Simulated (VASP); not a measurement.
Here is a VASP 6.6.1 calculation.

INCAR

```
PREC = Accurate
ENCUT = 750
EDIFF = 1E-6
ISMEAR = 0
SIGMA = 0.1
LREAL = False
LASPH = True
NELM = 120
ALGO = Normal
ISIF = 2
LWAVE = False
LCHARG = False
GGA = PE
NBANDS = 27
GGA_COMPAT = False
```

Contents of KPOINTS:

```
regular mesh
0
Gamma
  15 15 6
```

POSCAR

```
Li3SbO2
1.0
    3.2919709138      0.0000000000      0.0000000000
   -1.6459854569      2.8509304399      0.0000000000
    0.0000000000      0.0000000000      7.6021678911
Li Sb O
3 1 2
Direct
    0.6666666667      0.3333333333      0.2822904029
    0.3333333333      0.6666666667      0.5000000000
    0.6666666667      0.3333333333      0.7177095971
    0.0000000000      0.0000000000      0.0000000000
    0.0000000000      0.0000000000      0.3099606107
    0.0000000000      0.0000000000      0.6900393893
```

Potentials or basis: VASP PAW PBE potentials, release 64 (Li_sv, Sb_d_GW, O).

Command:

```sh
$ cat potpaw_PBE.64/Li_sv/POTCAR potpaw_PBE.64/Sb_d_GW/POTCAR potpaw_PBE.64/O/POTCAR > POTCAR
$ mpirun -np 1 vasp_std > vasp.out
```

Problem. Predict the pressure.

Solution. -0.1 GPa.

Problem. Estimate the largest force.

Solution. 0.011 eV/Å.

Forces on the atoms (eV/Å):
```
Li   0.000  0.000 -0.004
Li   0.000  0.000  0.000
Li   0.000  0.000  0.004
Sb   0.000  0.000  0.000
O    0.000  0.000  0.011
O    0.000  0.000 -0.011
```
